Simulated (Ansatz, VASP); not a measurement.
One calculation of Sb2Pt, two programs

The input POSCAR:

```
Sb2Pt
1.0
    0.0000000000      3.2096699065      3.2096699065
    3.2096699065      0.0000000000      3.2096699065
    3.2096699065      3.2096699065      0.0000000000
Sb Pt
2 1
Direct
    0.2500000000      0.2500000000      0.2500000000
    0.7500000000      0.7500000000      0.7500000000
    0.0000000000      0.0000000000      0.0000000000
```

INCAR.step1

```
SYSTEM = Sb2Pt
PREC     = Accurate       ! precision mode
ENCUT    = 600            ! plane-wave cutoff, eV
ISMEAR   = 0              ! smearing method
SIGMA    = 0.1            ! smearing width, eV
LREAL    = .FALSE.        ! projectors in reciprocal space
LASPH    = .TRUE.         ! aspherical terms in the spheres
NELM     = 80             ! most SCF steps
GGA      = PE             ! functional
ALGO     = Normal         ! electronic algorithm
EDIFF    = 1E-4           ! SCF threshold, eV
LWAVE    = .TRUE.         ! write WAVECAR
LCHARG   = .FALSE.        ! write CHGCAR
```

File INCAR.step2:

```
SYSTEM = Sb2Pt
PREC     = Accurate       ! precision mode
ENCUT    = 600            ! plane-wave cutoff, eV
EDIFF    = 1E-6           ! SCF threshold, eV
ISMEAR   = 0              ! smearing method
SIGMA    = 0.1            ! smearing width, eV
LREAL    = .FALSE.        ! projectors in reciprocal space
LASPH    = .TRUE.         ! aspherical terms in the spheres
NELM     = 80             ! most SCF steps
ALGO     = Normal         ! electronic algorithm
ISIF     = 3              ! what is computed and relaxed
LWAVE    = .FALSE.        ! write WAVECAR
LCHARG   = .FALSE.        ! write CHGCAR
METAGGA  = R2SCAN         ! meta-GGA
LMIXTAU  = .TRUE.       
IBRION   = 2              ! ionic algorithm
NSW      = 90             ! ionic steps
EDIFFG   = -0.04          ! ionic threshold
ISTART   = 1
```

File KPOINTS:

```
regular mesh
0
G
  6 6 6
  0 0 0
```

Input for Ansatz:

```yaml
crystal:
  lattice:
    - [0.0, 3.2096699065, 3.2096699065]
    - [3.2096699065, 0.0, 3.2096699065]
    - [3.2096699065, 3.2096699065, 0.0]
  atoms:
    - { symbol: Sb, position: [0.25, 0.25, 0.25] }
    - { symbol: Sb, position: [0.75, 0.75, 0.75] }
    - { symbol: Pt, position: [0.0, 0.0, 0.0] }
basis:
  ecutwfc: 500
kpoints:
  mp_grid: { grid: [6, 6, 6] }
hamiltonian:
  xc: r2scan
scf:
  occupations: { method: gaussian, width: 0.1 }
  lower_state_search: "off"
output:
  forces: true
  stress: true
  eigenvalues: true
relax:
  adjacent_minimum: "off"
  f_tol: 0.04
  max_steps: 70
  cell: { stress_tol: 0.4 }
```

Alike in both runs: task relaxation of cell and atoms; functional r2SCAN; k mesh 6 × 6 × 6; occupations gaussian, width 0.1 eV; no spin polarisation.

|  | VASP | Ansatz |
| --- | --- | --- |
| version | VASP 6.6.1 | Ansatz 0.2.0 |
| potentials or method | VASP PAW PBE potentials, release 64 (Sb, Pt), cutoff 600 eV | scalar-relativistic, plane waves, PAW |
| valence electrons in the cell | 20 | 48 |

```tsv
	VASP	Ansatz	Ansatz less VASP
gap on the k mesh at the Fermi level, each at its own relaxed structure (eV)	none	none	-
relaxed volume (Å³/atom)	23.91	23.94	+0.027
relaxed length of the cell vector where the two differ most in proportion (Å)	4.664	4.666	+0.0018
```

VASP's potentials were made for PBE, not for r2SCAN. A gap of «none» marks a metal or a gap that the smearing closes. VASP's potentials hold 20 valence electrons a cell and Ansatz's 48, so a difference there can come from the potentials and not from the codes.

Neither program's run includes spin-orbit coupling.
